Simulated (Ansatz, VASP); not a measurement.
# One calculation of Al, two programs

```
Al
1.0
     0.00000    2.01122    2.01122
     2.01122    0.00000    2.01122
     2.01122    2.01122    0.00000
Al
1
Direct
  0.00000 0.00000 0.00000
```

Alike in both runs: task single point; functional r2SCAN0; k mesh 6 × 6 × 6; occupations fermi-dirac, width 0.05 eV; no spin polarisation.

|  | VASP | Ansatz |
| --- | --- | --- |
| version | VASP 6.6.1 | Ansatz 0.2.0 |
| potentials or method | VASP PAW PBE potentials, release 64 (Al) | Ansatz PAW |
| plane-wave cutoff (eV) | 520 | 500 |
| valence electrons in the cell | 3 | 3 |

VASP gave:

```
gap on the k mesh at the Fermi level (eV) : none
pressure (GPa)                            : -1.3
```

Estimate Ansatz's values.

gap on the k mesh at the Fermi level (eV): none; pressure (GPa): -1.8.

VASP's potentials were made for PBE, not for r2SCAN0. A gap of «none» marks a metal or a gap that the smearing closes.

The k mesh is coarse, so the values compare programs but aren't converged.
